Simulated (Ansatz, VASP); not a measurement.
Ag in VASP and in Ansatz

```
Ag
1.0
     2.93000    0.00000    0.00000
    -1.46500    2.53745    0.00000
     0.00000    0.00000    5.32888
Ag
2
Direct
  0.33333 0.66667 0.25000
  0.66667 0.33333 0.75000
```

Change from the starting cell: strain +0.1125 x Voigt [0, 0, 1, 0, 0, 0], atoms carried along.

Alike in both runs: task single point; functional r2SCAN; k mesh 18 × 18 × 10; occupations gaussian, width 0.15 eV; no spin polarisation.

|  | VASP | Ansatz |
| --- | --- | --- |
| version | VASP 6.6.1 | Ansatz 0.2.0 |
| potentials or method | VASP PAW PBE potentials, release 64 (Ag), cutoff 520 eV | scalar-relativistic, plane waves, PAW |
| valence electrons in the cell | 22 | 38 |

```csv
,VASP,Ansatz,Ansatz less VASP
gap on the k mesh at the Fermi level (eV),none,none,-
pressure (GPa),-8.4,-8.4,-0.01
"traceless stress, the component that is largest in VASP (GPa)",-3.36,-3.32,+0.037
```

VASP's potentials were made for PBE, not for r2SCAN. A gap of «none» marks a metal or a gap that the smearing closes. VASP's potentials hold 22 valence electrons a cell and Ansatz's 38, so a difference there can come from the potentials and not from the codes.
